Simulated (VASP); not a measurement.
# ZnS: single point with PBE

Crystal: ZnS.

```xyz
4
Lattice="3.8455 0.0000 0.0000 -1.9227 3.3303 0.0000 0.0000 0.0000 6.3053" Properties=species:S:1:pos:R:3 pbc="T T T"
Zn    0.0004    2.2209    0.0331
Zn    1.9223    1.1095    3.1863
S    -0.0003    2.2197    2.3942
S     1.9231    1.1106    5.5468
```

This cell differs from its parent crystal: atom 3 moved 0.06 Å, then relaxed in part.

```
Program             : VASP 6.6.1
Task                : single point
Functional          : PBE
Potentials or basis : VASP PAW PBE potentials, release 64 (Zn, S)
Cutoff              : 520 eV
k mesh              : 6 × 6 × 4
Occupations         : gaussian, width 0.05 eV
Spin                : no spin polarisation
```

| Property | Result |
| --- | --- |
| Pressure | 0.2 GPa |
| Largest force | 0.005 eV/Å |
| Band gap on the k mesh | 2.08 eV, direct |

Forces on the atoms (eV/Å):
```
Zn  -0.001 -0.001 -0.001
Zn   0.000  0.001 -0.005
S    0.000  0.000  0.002
S    0.000  0.000  0.003
```

Levels at points of the mesh, in eV from the valence-band top:
```csv
k point,band 14,band 15,band 16,band 17,band 18,band 19,band 20,band 21,band 22,band 23
"(0.00, 0.00, 0.00)",-0.86,-0.86,-0.08,0.00,0.00,2.08,3.05,6.33,6.33,6.59
"(0.50, 0.00, 0.00)",-4.01,-3.15,-2.14,-1.61,-0.85,3.68,4.18,5.14,6.93,7.29
"(0.00, 0.50, 0.00)",-4.01,-3.15,-2.14,-1.61,-0.85,3.68,4.18,5.14,6.93,7.29
"(0.50, 0.50, 0.00)",-4.01,-3.15,-2.14,-1.61,-0.85,3.68,4.18,5.14,6.93,7.29
"(0.00, 0.00, 0.50)",-2.81,-0.45,-0.45,-0.45,-0.45,3.48,3.48,6.76,6.76,6.78
"(0.50, 0.00, 0.50)",-4.74,-1.57,-1.57,-1.54,-1.54,3.54,3.54,5.24,5.24,8.77
"(0.00, 0.50, 0.50)",-4.74,-1.57,-1.57,-1.54,-1.54,3.54,3.54,5.24,5.24,8.77
"(0.50, 0.50, 0.50)",-4.74,-1.57,-1.57,-1.54,-1.54,3.54,3.54,5.24,5.24,8.77
```

Run time: 3.1 min on 1 thread of Intel(R) Xeon(R) Platinum 8259CL CPU @ 2.50GHz (Skylake/Cascade Lake), on a shared host, peak memory 0.28 GiB.

Caveat: the cell differs from its parent crystal (atom 3 moved 0.06 Å, then relaxed in part).
